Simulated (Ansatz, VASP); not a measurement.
**C in VASP and in Ansatz**

Contents of INCAR:

```
  ALGO = Normal
  EDIFF = 1E-6
  ENCUT = 520
  GGA = PS
  ISIF = 2
  ISMEAR = 0
  IVDW = 12
  LASPH = True
  LCHARG = False
  LREAL = False
  LWAVE = False
  NBANDS = 11
  NELM = 100
  PREC = Accurate
  SIGMA = 0.15
```

File KPOINTS:

```
k-points
0
Gamma
  21 21 12
```

The input POSCAR:

```
C
1.0
    2.4780568104      0.0000000000      0.0000000000
   -1.2390284052      2.1460601498      0.0000000000
    0.0000000000      0.0000000000      3.5587769439
C
2
Direct
    0.3333333333      0.6666666667      0.0000000000
    0.6666666667      0.3333333333      0.0000000000
```

Input for Ansatz:

```yaml
crystal:
  lattice:
    - [2.4780568104, 0.0, 0.0]
    - [-1.2390284052, 2.1460601498, 0.0]
    - [0.0, 0.0, 3.5587769439]
  atoms:
    - { symbol: C, position: [0.3333333333, 0.6666666667, 0.0] }
    - { symbol: C, position: [0.6666666667, 0.3333333333, 0.0] }
basis:
  ecutwfc: 520.0
kpoints:
  mp_grid: { grid: [21, 21, 12] }
hamiltonian:
  xc: pbesol
  pseudopotentials: { kind: paw, azcp: { folder: soft_1 } }
  dispersion: d3bj
scf:
  occupations: { method: gaussian, width: 0.15 }
output:
  forces: true
  stress: true
  eigenvalues: true
```

Change from the starting cell: mode 6 frozen in at +0.000 Å, equal normal strain along x, y and z +0.0083.

Alike in both runs: task single point; functional PBEsol; dispersion D3(BJ); k mesh 21 × 21 × 12; occupations gaussian, width 0.15 eV; no spin polarisation.

```csv
,VASP,Ansatz
version,VASP 6.6.1,Ansatz 0.2.0
potentials or method,"VASP PAW PBE potentials, release 64 (C), cutoff 520 eV","scalar-relativistic, plane waves, PAW"
valence electrons in the cell,8,8
```

VASP gave:

```
gap on the k mesh at the Fermi level (eV)                     : none
pressure (GPa)                                                : -6.0
traceless stress, the component that is largest in VASP (GPa) : 5.70
```

Question: Which values does Ansatz return?

Answer: gap on the k mesh at the Fermi level (eV): none; pressure (GPa): -6.6; traceless stress, the component that is largest in VASP (GPa): 6.45.

VASP's potentials were made for PBE, not for PBEsol, and Ansatz warns of the same on its side. A gap of «none» marks a metal or a gap that the smearing closes.
